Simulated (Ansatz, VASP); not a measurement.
**ScAl3N4: VASP beside Ansatz**

```xyz
32
Lattice="6.5180 -0.0088 -0.0046 -3.2667 5.6404 0.0046 -0.0071 0.0041 10.1583" Properties=species:S:1:pos:R:3 pbc="T T T"
Al    1.6607    0.9184    7.6268
Al   -1.6253    4.6843   -0.0302
Al   -0.0432    3.7589    2.4975
Al   -1.6448    4.6882    5.1020
Al   -0.0093    3.8051    7.6672
Al    3.2743    1.8723   -0.0348
Al    4.8668    0.9649    2.4929
Al    3.2613    1.8873    5.0975
Al    4.8438    0.9124    7.6627
Al    1.6157    4.6987    0.0054
Al    3.3006    3.7259    2.4961
Al    3.2478    3.7564    7.6395
Sc   -0.0095    1.8827   -0.1165
Sc    1.6649    0.9160    2.5033
Sc   -0.0447    1.9030    5.0933
Sc    1.6121    4.7007    4.9961
N    -0.0687    1.9168    2.0104
N     1.6986    0.8965    4.6027
N    -0.0138    1.8851    7.2534
N     1.7345    0.8757    9.5588
N    -1.6381    4.5902    1.8689
N    -0.1247    3.8244    4.4053
N    -1.6443    4.6849    7.0458
N    -0.0063    3.8901    9.5590
N     3.3495    1.9304    1.8643
N     4.7693    1.0027    4.4007
N     3.2643    1.8885    7.0412
N     4.7716    0.8673    9.5545
N     1.6346    4.6878    1.9750
N     3.3520    3.6962    4.4351
N     1.6233    4.6943    7.1070
N     3.2417    3.7599    9.5630
```

Alike in both runs: functional PBE; k mesh 4 × 4 × 3; no spin polarisation.

Ansatz relaxed the structure, and its values are those at the end. VASP's run is a single point on that final structure, the one shown.

|  | VASP | Ansatz |
| --- | --- | --- |
| version | VASP 6.6.1 | Ansatz 0.2.0 |
| potentials or method | VASP PAW PBE potentials, release 64 (Al, Sc_sv, N) | scalar-relativistic, plane waves, PAW |
| plane-wave cutoff (eV) | 520 | 420 |
| occupations | gaussian, width 0.01 eV | fixed |
| valence electrons in the cell | 160 | 160 |

Ansatz gave:

- gap on the k mesh at the Fermi level (eV): 3.52
- least direct gap on the mesh (eV): 3.53
- pressure (GPa): -1.8
- rms of the force components (eV/Å): 0.001

Question: What did VASP give for the same quantities?

Answer: gap on the k mesh at the Fermi level (eV): 3.53; least direct gap on the mesh (eV): 3.53; pressure (GPa): -1.7; rms of the force components (eV/Å): 0.023.

Ansatz's warnings: stress scf threshold loose.
